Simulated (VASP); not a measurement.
# AgB2 (P6/mmm) in VASP: a series of runs

Runs on AgB2. Level: PBE. Tasks: relaxation of cell and atoms.

Everything below comes from runs of VASP 6.6.1. Logs are shortened: lines on timing, memory, paths and dates and some standing lists are left out, and cuts for length are marked.

## Step 1: The cell of the first run

Symmetry: P6/mmm, No. 191, hexagonal system. Conventional cell: a = 3.000 Å, b = 3.000 Å, c = 3.240 Å, α = 90.00°, β = 90.00°, γ = 120.00°. Ag (site symmetry 6/mmm) has 12 B at 2.37 Å and 6 Ag at 3.00 Å within 3.1 Å. Within 2.4 Å of B (site symmetry -6m2) lie 3 B at 1.73 Å and 6 Ag at 2.37 Å.

## Step 2: Relaxation of cell and atoms, PBE

INCAR reads:

```
  ALGO = Normal
  EDIFF = 1E-6
  EDIFFG = -0.005
  ENCUT = 600
  GGA = PE
  IBRION = 2
  ISIF = 3
  ISMEAR = -1
  LASPH = True
  LCHARG = False
  LREAL = False
  LWAVE = False
  NELM = 100
  NSW = 70
  PREC = Accurate
  SIGMA = 0.05
```

KPOINTS reads:

```
k-points
0
Gamma
  14 14 11
```

POSCAR reads:

```
AgB2
1.0
    3.0000000000      0.0000000000      0.0000000000
   -1.5000000000      2.5980762114      0.0000000000
    0.0000000000      0.0000000000      3.2400000000
Ag B
1 2
Direct
    0.0000000000      0.0000000000      0.0000000000
    0.3333333333      0.6666666667      0.5000000000
    0.6666666667      0.3333333333      0.5000000000
```

Potentials or basis: VASP PAW PBE potentials, release 64 (Ag, B).

Command:

```sh
$ cat potpaw_PBE.64/Ag/POTCAR potpaw_PBE.64/B/POTCAR > POTCAR
$ mpirun -np 1 vasp_std > vasp.out
```

OUTCAR:

```text
EDIFF = 1E-6
   EDIFFG = -0.005
   ENCUT = 600
   GGA = PE
   IBRION = 2
   ISIF = 3
   ISMEAR = -1
   LASPH = True
   LREAL = False
   NELM = 100
   NSW = 70
   PREC = Accurate

 ion  position               nearest neighbor table
   1  0.000  0.000  0.000-   2 2.37   3 2.37   2 2.37   3 2.37   3 2.37   3 2.37   2 2.37   2 2.37
                             3 2.37   3 2.37   2 2.37   2 2.37
   2  0.333  0.667  0.500-   3 1.73   3 1.73   3 1.73   1 2.37   1 2.37   1 2.37   1 2.37   1 2.37
                             1 2.37
   3  0.667  0.333  0.500-   2 1.73   2 1.73   2 1.73   1 2.37   1 2.37   1 2.37   1 2.37   1 2.37
                             1 2.37

  LATTYP: Found a hexagonal cell.
 ALAT       =     3.0000000000
 C/A-ratio  =     1.0800000000

  Lattice vectors:

 A1 = (   3.0000000000,   0.0000000000,   0.0000000000)
 A2 = (  -1.5000000000,   2.5980762114,   0.0000000000)
 A3 = (   0.0000000000,   0.0000000000,   3.2400000000)

Analysis of symmetry for initial positions (statically):
=====================================================================
 Subroutine PRICEL returns:
 Original cell was already a primitive cell.

 Routine SETGRP: Setting up the symmetry group for a
 hexagonal supercell.

 Subroutine GETGRP returns: Found 24 space group operations
 (whereof 24 operations were pure point group operations)
 out of a pool of 24 trial point group operations.

The static configuration has the point symmetry D_6h.

Analysis of symmetry for dynamics (positions and initial velocities):
=====================================================================
 Subroutine PRICEL returns:
 Original cell was already a primitive cell.

 Routine SETGRP: Setting up the symmetry group for a
 hexagonal supercell.

 Subroutine GETGRP returns: Found 24 space group operations
 (whereof 24 operations were pure point group operations)
 out of a pool of 24 trial point group operations.

The dynamic configuration has the point symmetry D_6h.

 Subroutine INISYM returns: Found 24 space group operations
 (whereof 24 operations are pure point group operations),
 and found     1 'primitive' translations

----------------------------------------------------------------------------------------

                                     Primitive cell

  volume of cell :      25.2533

  direct lattice vectors                    reciprocal lattice vectors
     3.000000000  0.000000000  0.000000000     0.333333333  0.192450090  0.000000000
    -1.500000000  2.598076211  0.000000000     0.000000000  0.384900179  0.000000000
     0.000000000  0.000000000  3.240000000     0.000000000  0.000000000  0.308641975

  length of vectors
     3.000000000  3.000000000  3.240000000     0.384900179  0.384900179  0.308641975

  position of ions in fractional coordinates (direct lattice)
     0.000000000  0.000000000  0.000000000
     0.333333333  0.666666667  0.500000000
[... 91 lines left out ...]
   NUPDOWN=      -1.0000    fix difference up-down
   EMIN   =  10.00;   EMAX   =-10.00  energy-range for DOS
   EFERMI =   0.00;   METHOD = LEGACY
   ISMEAR =    -1;   SIGMA  =   0.05  broadening in eV -4-tet -1-fermi 0-gaus
   EFERMI_NEDOS =   21; number of points for ismear=-14 and -15
   IALGO  =     38    algorithm
   IMIX   =      4    mixing-type and parameters
     AMIX     =   0.40;   BMIX     =  1.00
     AMIX_MAG =   1.60;   BMIX_MAG =  1.00
  volume/ion in A,a.u.               =       8.42        56.81
  Fermi-wavevector in a.u.,A,eV,Ry     =   1.434779  2.711340 28.008838  2.058591
  Thomas-Fermi vector in A             =   2.554150
   LORBIT       =      0    0 simple, 1 ext, 2 COOP (PROOUT), +10 PAW based schemes
   GGA     = PE    functional components
   LHFCALC =     F    Hartree Fock is set to
   AEXX    =    0.0000 exact exchange contribution
   IVDW    =     0    specifies the selected vdW correction
   LEPSILON=     F    determine dielectric tensor
   LRPA    =     F    only Hartree local field effects (RPA)
 conjugate gradient relaxation of ions
 non-spin polarized calculation
  energy-cutoff  :      600.00
  volume of cell :       25.25
 maximum number of plane-waves:       862
 NGX is ok and might be reduce to    24
   NGX = 11   NGY = 11   NGZ = 13

--------------------------------------- Ionic step        1  -------------------------------------------

 number of electron      16.9999998 magnetization

 Free energy of the ion-electron system (eV)
  ---------------------------------------------------
  ext. energy  EPLUGINS =         0.00000000
  ---------------------------------------------------
  free energy    TOTEN  =       -13.26220695 eV

  energy without entropy =      -13.25017133  energy(sigma->0) =      -13.25618914

 E-fermi :  10.7335     XC(G=0): -13.3000

 val. band max:       10.7316811146   @ k =   0.1429   0.0000   0.1818
 cond. band min:      10.7528787025   @ k =   0.1429   0.0000   0.2727
 fundamental gap:      0.0211975879
 Fermi energy:        10.7335305993

 k-point     1 :       0.0000    0.0000    0.0000
  band No.  band energies     occupation
      1      -3.6638      2.00000
      2       3.5740      2.00000
      3       4.0914      2.00000
      4       4.0914      2.00000
      5       5.6510      2.00000
      6       5.6510      2.00000
      7       7.4896      2.00000
      8      11.7954      0.00000
      9      11.7954      0.00000
     10      16.3364      0.00000
     11      16.3364      0.00000
     12      16.4342      0.00000
[... 449 lines left out ...]
  FREE ENERGIE OF THE ION-ELECTRON SYSTEM (eV)
  ---------------------------------------------------
  free  energy   TOTEN  =       -14.2376337906 eV

  energy  without entropy=      -14.2282935369  energy(sigma->0) =      -14.23296366

[... ionic steps 4 to 8 ...]

--------------------------------------- Ionic step        9  -------------------------------------------

 number of electron      16.9999996 magnetization

------------------------ aborting loop because EDIFF is reached ----------------------------------------
[... 69 lines left out ...]
--------------------------------------- Ionic step       11  -------------------------------------------

 number of electron      16.9999996 magnetization

 Free energy of the ion-electron system (eV)
  ---------------------------------------------------
  ext. energy  EPLUGINS =         0.00000000
  ---------------------------------------------------
  free energy    TOTEN  =       -14.57086902 eV

  energy without entropy =      -14.56370908  energy(sigma->0) =      -14.56728905

 E-fermi :   7.0634     XC(G=0): -12.0010

 val. band max:        7.0157091279   @ k =   0.1429   0.0714   0.0909
 cond. band min:       7.0664881259   @ k =   0.2143   0.0000   0.1818
 fundamental gap:      0.0507789980
 Fermi energy:         7.0634152085

 k-point     1 :       0.0000    0.0000    0.0000
  band No.  band energies     occupation
      1      -4.9957      2.00000
      2       1.3805      2.00000
      3       2.2650      2.00000
      4       2.2650      2.00000
      5       3.2004      2.00000
      6       3.2004      2.00000
      7       3.2992      2.00000
      8       8.3448      0.00000
      9       8.3448      0.00000
     10       8.3504      0.00000
     11      14.5993      0.00000
     12      14.5993      0.00000
[... 375 lines left out ...]
  FREE ENERGIE OF THE ION-ELECTRON SYSTEM (eV)
  ---------------------------------------------------
  free  energy   TOTEN  =       -14.5708690195 eV

  energy  without entropy=      -14.5637090847  energy(sigma->0) =      -14.56728905

 reached required accuracy - stopping structural energy minimisation
```

Run time: 6 min. Hardware: 1 thread of Intel Xeon 8259CL, shared host; peak memory 0.2 GiB.

Results:

| Property | Result |
| --- | --- |
| Free energy | -14.5709 eV |
| Relaxed volume | 10.69 Å³/atom |
| Relaxed cell | a = 3.021 Å, b = 3.021 Å, c = 4.059 Å, α = 90.00°, β = 90.00°, γ = 120.00° |
| Space group after relaxing (to 0.1 Å) | P6/mmm (No. 191) |
| Energy gained by relaxing | 436.2 meV/atom |
| Ionic steps | 11 |
| Pressure after relaxing | 0.0 GPa |
| Band gap on the k mesh | zero (an odd number of electrons rules out a gap without spin polarisation) |

Step by step:
```csv
step,energy change (eV),largest force (eV/Å),pressure (GPa),volume (Å³)
1,0.0000,0.0000,53.75,25.25
2,-0.6654,0.0000,-19.51,36.98
3,-0.9754,0.0000,-3.39,31.79
4,-1.2180,0.0000,-1.41,31.74
5,-1.2932,0.0000,4.15,31.45
6,-1.3047,0.0000,2.31,31.55
7,-1.3046,0.0000,2.50,31.54
8,-1.3074,0.0000,-1.25,32.37
9,-1.3087,0.0000,0.07,32.07
10,-1.3087,0.0000,0.01,32.08
11,-1.3087,0.0000,-0.03,32.08
```

Final structure:
```
Ag B
1.0
     3.02097    0.00000    0.00000
    -1.51048    2.61623    0.00000
     0.00000    0.00000    4.05945
Ag B
1 2
Direct
  0.00000 0.00000 0.00000
  0.33333 0.66667 0.50000
  0.66667 0.33333 0.50000
```

Caveat: the volume moved by over 15 % at a fixed basis, so the end points are rough. Zero-point motion and thermal expansion aren't in these numbers.

## Step 3: Relaxation of cell and atoms, PBE

This run uses another cell than the first one, of 10.70 Å³/atom.

INCAR reads:

```
SYSTEM = AgB2
PREC = Accurate
ENCUT = 600
EDIFF = 1E-6
ISMEAR = -1
SIGMA = 0.05
LREAL = .False.
LASPH = .True.
NELM = 80
ALGO = Normal
ISIF = 3
LWAVE = .False.
LCHARG = .False.
GGA = PE
IBRION = 2
NSW = 32
EDIFFG = -0.005
```

KPOINTS reads:

```
Automatic mesh
0
Gamma
  14 14 11
  0 0 0
```

POSCAR reads:

```
AgB2
1.0
    3.0211797805      0.0000000000      0.0000000000
   -1.5105898903      2.6164184393      0.0000000000
    0.0000000000      0.0000000000      4.0626616814
Ag B
1 2
Direct
    0.0000000000      0.0000000000      0.0000000000
    0.3333333333      0.6666666667      0.5000000000
    0.6666666667      0.3333333333      0.5000000000
```

Potentials or basis: VASP PAW PBE potentials, release 64 (Ag, B).

Command:

```sh
$ cat potpaw_PBE.64/Ag/POTCAR potpaw_PBE.64/B/POTCAR > POTCAR
$ mpirun -np 1 vasp_std > vasp.out
```

Run time: 1.8 min. Hardware: 1 thread of Intel Xeon 8259CL, shared host; peak memory 0.21 GiB.

It converged, with:

```yaml
Free_energy: -14.5756 eV
Relaxed_volume: 10.69 Å³/atom
Relaxed_cell: a = 3.020 Å, b = 3.020 Å, c = 4.061 Å, α = 90.00°, β = 90.00°, γ = 120.00°
Space_group_after_relaxing_to_0.1_Å: P6/mmm (No. 191)
Energy_gained_by_relaxing: 0.0 meV/atom
Ionic_steps: 3
Pressure_after_relaxing: 0.0 GPa
Band_gap_on_the_k_mesh: zero (an odd number of electrons rules out a gap without spin polarisation)
```

Stress tensor (GPa, compression positive):
```
 0.04  0.00  0.00
 0.00  0.04  0.00
 0.00  0.00 -0.06
```

Final structure:
```
Ag B
1.0
     3.02033    0.00000    0.00000
    -1.51017    2.61569    0.00000
     0.00000    0.00000    4.06113
Ag B
1 2
Direct
  0.00000 0.00000 0.00000
  0.33333 0.66667 0.50000
  0.66667 0.33333 0.50000
```

Levels at points of the mesh, in eV from the Fermi level:
```
           k point  band 4  band 5  band 6  band 7  band 8  band 9  band 10  band 11  band 12
(0.00, 0.00, 0.00)   -4.80   -3.86   -3.86   -3.77    1.28    1.28     1.28     7.54     7.54
(0.50, 0.00, 0.00)   -5.56   -4.13   -3.32   -2.68   -1.66    2.50     2.90     3.92     5.89
```

## Step 4: Relaxation of cell and atoms, PBE

This run uses another cell than the first one, of 10.70 Å³/atom.

INCAR reads:

```
  PREC = Accurate
  ENCUT = 600
  EDIFF = 1E-6
  ISMEAR = -1
  SIGMA = 0.05
  LREAL = False
  LASPH = True
  NELM = 60
  ALGO = Normal
  ISIF = 3
  LWAVE = False
  LCHARG = False
  GGA = PE
  IBRION = 2
  NSW = 40
  EDIFFG = -0.005
```

KPOINTS reads:

```
Automatic mesh
0
Gamma
  14 14 11
```

POSCAR is that of step 3.

Potentials or basis: VASP PAW PBE potentials, release 64 (Ag, B).

Command:

```sh
$ cat potpaw_PBE.64/Ag/POTCAR potpaw_PBE.64/B/POTCAR > POTCAR
$ mpirun -np 1 vasp_std > vasp.out
```

OUTCAR:

```text
PREC = Accurate
   ENCUT = 600
   EDIFF = 1E-6
   ISMEAR = -1
   LREAL = False
   LASPH = True
   NELM = 60
   ISIF = 3
   GGA = PE
   IBRION = 2
   NSW = 40
   EDIFFG = -0.005

 ion  position               nearest neighbor table
   1  0.000  0.000  0.000-   2 2.68   3 2.68   2 2.68   3 2.68   3 2.68   3 2.68   2 2.68   2 2.68
                             3 2.68   3 2.68   2 2.68   2 2.68
   2  0.333  0.667  0.500-   3 1.74   3 1.74   3 1.74   1 2.68   1 2.68   1 2.68   1 2.68   1 2.68
                             1 2.68
   3  0.667  0.333  0.500-   2 1.74   2 1.74   2 1.74   1 2.68   1 2.68   1 2.68   1 2.68   1 2.68
                             1 2.68

  LATTYP: Found a hexagonal cell.
 ALAT       =     3.0211797805
 C/A-ratio  =     1.3447268870

  Lattice vectors:

 A1 = (   3.0211797805,   0.0000000000,   0.0000000000)
 A2 = (  -1.5105898903,   2.6164184393,   0.0000000000)
 A3 = (   0.0000000000,   0.0000000000,   4.0626616814)

Analysis of symmetry for initial positions (statically):
=====================================================================
 Subroutine PRICEL returns:
 Original cell was already a primitive cell.

 Routine SETGRP: Setting up the symmetry group for a
 hexagonal supercell.

 Subroutine GETGRP returns: Found 24 space group operations
 (whereof 24 operations were pure point group operations)
 out of a pool of 24 trial point group operations.
[... 238 lines left out ...]

 number of electron      16.9999997 magnetization

 Free energy of the ion-electron system (eV)
  ---------------------------------------------------
  ext. energy  EPLUGINS =         0.00000000
  ---------------------------------------------------
  free energy    TOTEN  =       -14.57564405 eV

  energy without entropy =      -14.56847980  energy(sigma->0) =      -14.57206192

 E-fermi :   7.0630     XC(G=0): -12.0008

 val. band max:        7.0162565984   @ k =   0.1429   0.0714   0.0909
 cond. band min:       7.0669021701   @ k =   0.2143   0.0000   0.1818
 fundamental gap:      0.0506455717
 Fermi energy:         7.0630240969

 k-point     1 :       0.0000    0.0000    0.0000
  band No.  band energies     occupation
      1      -4.9962      2.00000
      2       1.3777      2.00000
      3       2.2642      2.00000
      4       2.2642      2.00000
      5       3.1999      2.00000
      6       3.1999      2.00000
      7       3.2945      2.00000
      8       8.3418      0.00000
      9       8.3456      0.00000
     10       8.3456      0.00000
     11      14.6050      0.00000
     12      14.6050      0.00000
[... 331 lines left out ...]
 k-point    24 :       0.3571    0.2857    0.0000
  band No.  band energies     occupation
      1      -0.1073      2.00000
      2       0.0339      2.00000
      3       0.9614      2.00000
      4       1.7333      2.00000
      5       2.0712      2.00000
      6       3.2506      2.00000
      7       3.2800      2.00000
      8       4.5337      2.00000
      9      10.4681      0.00000
     10      10.7642      0.00000
     11      13.1340      0.00000
     12      14.0475      0.00000

 [... further k-points ...]

------------------------ aborting loop because EDIFF is reached ----------------------------------------

  FORCE on cell =-STRESS in cart. coord.  units (eV):
  Direction    XX          YY          ZZ          XY          YZ          ZX
  --------------------------------------------------------------------------------------
  -------------------------------------------------------------------------------------
  Total        0.0072111      0.0072111     -0.0114576     -0.0000000      0.0000000      0.0000000
  in kB        0.3601029      0.3601029     -0.5721601     -0.0000000      0.0000000      0.0000000
  external PRESSURE =       0.0493486 kB  Pullay stress =       0.0000000 kB
[... 18 lines left out ...]
  FREE ENERGIE OF THE ION-ELECTRON SYSTEM (eV)
  ---------------------------------------------------
  free  energy   TOTEN  =       -14.5756440549 eV

  energy  without entropy=      -14.5684797950  energy(sigma->0) =      -14.57206192

 reached required accuracy - stopping structural energy minimisation
```

OSZICAR:

```text
N       E                     dE             d eps       ncg     rms          rms(c)
DAV:   1     0.790222271530E+02    0.79022E+02   -0.88108E+03  3464   0.144E+03
DAV:   2    -0.158491885692E+02   -0.94871E+02   -0.88080E+02  3856   0.274E+02
DAV:   3    -0.184819547317E+02   -0.26328E+01   -0.25856E+01  4200   0.474E+01
DAV:   4    -0.185001191570E+02   -0.18164E-01   -0.18154E-01  3800   0.411E+00
[... 18 lines left out ...]
DAV:   1    -0.145756756230E+02   -0.34267E-04   -0.46567E-04  3500   0.310E-01    0.368E-02
DAV:   2    -0.145756470191E+02    0.28604E-04   -0.99622E-05  3844   0.180E-01    0.189E-02
DAV:   3    -0.145756453543E+02    0.16649E-05   -0.25455E-06  3420   0.216E-02    0.104E-02
DAV:   4    -0.145756440880E+02    0.12663E-05   -0.12969E-06  2660   0.954E-03    0.113E-03
DAV:   5    -0.145756440549E+02    0.33043E-07   -0.12476E-07  1764   0.457E-03
   3 F= -.14575644E+02 E0= -.14572062E+02  d E =-.135076E-04
```

CONTCAR:

```text
AgB2
   1.00000000000000
     3.0203339723651821    0.0000000000000162   -0.0000000000000000
    -1.5101669862325631    2.6156859479685228    0.0000000000000000
     0.0000000000000000   -0.0000000000000000    4.0611327380930424
  Ag              B
     1     2
Direct
     0.0000000000000000    1.0000000000000000    0.0000000000000000
     0.3333333332999970    0.6666666667000030    0.5000000000000000
     0.6666666667000030    0.3333333332999970    0.5000000000000000

  0.00000000E+00  0.00000000E+00  0.00000000E+00
  0.00000000E+00  0.00000000E+00  0.00000000E+00
  0.00000000E+00  0.00000000E+00  0.00000000E+00
```

Run time: 1.8 min. Hardware: 1 thread of Intel Xeon 8259CL, shared host; peak memory 0.21 GiB.

Results:

```yaml
Free_energy: -14.5756 eV
Relaxed_volume: 10.69 Å³/atom
Relaxed_cell: a = 3.020 Å, b = 3.020 Å, c = 4.061 Å, α = 90.00°, β = 90.00°, γ = 120.00°
Space_group_after_relaxing_to_0.1_Å: P6/mmm (No. 191)
Energy_gained_by_relaxing: 0.0 meV/atom
Ionic_steps: 3
Pressure_after_relaxing: 0.0 GPa
Band_gap_on_the_k_mesh: zero (an odd number of electrons rules out a gap without spin polarisation)
```

Stress tensor (GPa, compression positive):
```
 0.04  0.00  0.00
 0.00  0.04  0.00
 0.00  0.00 -0.06
```

Final structure:
```
Ag B
1.0
     3.02033    0.00000    0.00000
    -1.51017    2.61569    0.00000
     0.00000    0.00000    4.06113
Ag B
1 2
Direct
  0.00000 0.00000 0.00000
  0.33333 0.66667 0.50000
  0.66667 0.33333 0.50000
```
